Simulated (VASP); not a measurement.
Wanted: the native input for a VASP 6.6.1 run.

```
Task                   : single point
Functional             : r2SCAN
Potentials or basis    : VASP PAW PBE potentials, release 64 (Bi_d, Te)
Cutoff                 : 520 eV
k mesh                 : 12 × 12 × 12
Occupations            : gaussian, width 0.1 eV
Spin                   : no spin polarisation
Dipole correction      : no
Further INCAR settings : ALGO = Normal; EDIFF = 1e-07; NBANDS = 32
```

Crystal: Bi2Te3.

```
Bi Te
1.0
     2.20850    1.27508    9.94667
    -2.20850    1.27508    9.94667
     0.00000   -2.55016    9.94667
Bi Te
2 3
Direct
  0.81200 0.81200 0.81200
  0.40200 0.40200 0.40200
  0.61100 0.61100 0.61100
  0.20000 0.20000 0.20000
  0.00000 0.00000 0.00000
```

These files were run (other wordings do the same):

POSCAR

```
Bi2Te3
1.0
    2.2085012539      1.2750787934      9.9466700000
   -2.2085012539      1.2750787934      9.9466700000
    0.0000000000     -2.5501575869      9.9466700000
Bi Te
2 3
Direct
    0.8120000000      0.8120000000      0.8120000000
    0.4020000000      0.4020000000      0.4020000000
    0.6110000000      0.6110000000      0.6110000000
    0.2000000000      0.2000000000      0.2000000000
    0.0000000000      0.0000000000      0.0000000000
```

INCAR.step1

```
PREC     = Accurate       # precision mode
ENCUT    = 520            # plane-wave cutoff, eV
ISMEAR   = 0              # smearing method
SIGMA    = 0.1            # smearing width, eV
LREAL    = F              # projectors in reciprocal space
LASPH    = T              # aspherical terms in the spheres
NELM     = 100            # most SCF steps
NBANDS   = 32             # bands
GGA      = PE             # functional
ALGO     = Normal         # electronic algorithm
EDIFF    = 1E-4           # SCF threshold, eV
LWAVE    = T              # write WAVECAR
LCHARG   = F              # write CHGCAR
LUSENCCL = F
```

INCAR.step2

```
PREC     = Accurate       # precision mode
ENCUT    = 520            # plane-wave cutoff, eV
EDIFF    = 1E-7           # SCF threshold, eV
ISMEAR   = 0              # smearing method
SIGMA    = 0.1            # smearing width, eV
LREAL    = F              # projectors in reciprocal space
LASPH    = T              # aspherical terms in the spheres
NELM     = 100            # most SCF steps
ALGO     = Normal         # electronic algorithm
ISIF     = 2              # what is computed and relaxed
LWAVE    = F              # write WAVECAR
LCHARG   = T              # write CHGCAR
METAGGA  = R2SCAN         # meta-GGA
LMIXTAU  = T            
LELF     = T              # ELF
LVHAR    = T            
NBANDS   = 32             # bands
ISTART   = 1            
LUSENCCL = F
```

KPOINTS

```
regular mesh
0
Gamma
  12 12 12
```

Potentials or basis: VASP PAW PBE potentials, release 64 (Bi_d, Te).

Launch:

```console
$ cat potpaw_PBE.64/Bi_d/POTCAR potpaw_PBE.64/Te/POTCAR > POTCAR
$ cp INCAR.step1 INCAR
$ mpirun -np 1 vasp_std > vasp.out
$ cp INCAR.step2 INCAR
$ mpirun -np 1 vasp_std > vasp.out
```

It gave:

| Property | Result |
| --- | --- |
| Pressure | 0.9 GPa |
| Largest force | 1.362 eV/Å |
| Band gap on the k mesh | zero (bands 24 and 25 overlap by 0.01 eV) |

Caveat: the PAW data sets were made with another functional, which shifts forces and pressure a little; spin-orbit coupling is left out, which moves the levels of the heavy elements.

Wall time 17 min on 1 × NVIDIA H100 80GB with 1 thread of AMD EPYC 7R13 Processor (Zen 3), on a shared host, peak memory 2.4 GiB.
